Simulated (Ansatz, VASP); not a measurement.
Zn3GaO4 in VASP and in Ansatz

```xyz
16
Lattice="-5.5567 -0.0131 3.2813 5.5567 0.0131 3.2813 0.0131 5.5567 -3.2813" Properties=species:S:1:pos:R:3 pbc="T T T"
Zn    1.0083    1.0334    1.6407
Zn    1.0083    1.0334    4.9220
Zn   -1.0203    4.5485   -1.6407
Zn   -1.0203    4.5485    1.6407
Zn   -1.7308    1.7308    3.2813
Zn   -1.7308    1.7308    0.0000
Ga    1.7917    3.7782    0.0000
Ga   -3.7651    3.7651    0.0000
O    -0.9919    0.9919    4.9220
O    -0.9919    0.9919    1.6407
O     1.0711    4.4988    1.6407
O     1.0711    4.4988   -1.6407
O     3.7177    3.8063    0.0000
O    -1.8390    3.7932    0.0000
O     1.7635    1.8521    0.0000
O     1.7635    1.8521    3.2813
```

Alike in both runs: functional PBEsol; k mesh 8 × 8 × 8; occupations gaussian, width 0.1 eV; no spin polarisation.

Ansatz relaxed the structure, and its values are those at the end. VASP's run is a single point on that final structure, the one shown.

|  | VASP | Ansatz |
| --- | --- | --- |
| version | VASP 6.6.1 | Ansatz 0.2.0 |
| potentials or method | VASP PAW PBE potentials, release 64 (Zn, Ga_d, O), cutoff 520 eV | scalar-relativistic, plane waves, PAW |
| valence electrons in the cell | 146 | 146 |

Ansatz gave:

- gap on the k mesh at the Fermi level (eV): none
- pressure (GPa): 0.0
- rms of the force components (eV/Å): 0.003

Q: Estimate VASP's values.

A: gap on the k mesh at the Fermi level (eV): none; pressure (GPa): 0.7; rms of the force components (eV/Å): 0.008.

VASP's potentials were made for PBE, not for PBEsol. A gap of «none» marks a metal or a gap that the smearing closes. The functional is the same, so the differences come from potentials, cutoffs and numerics.
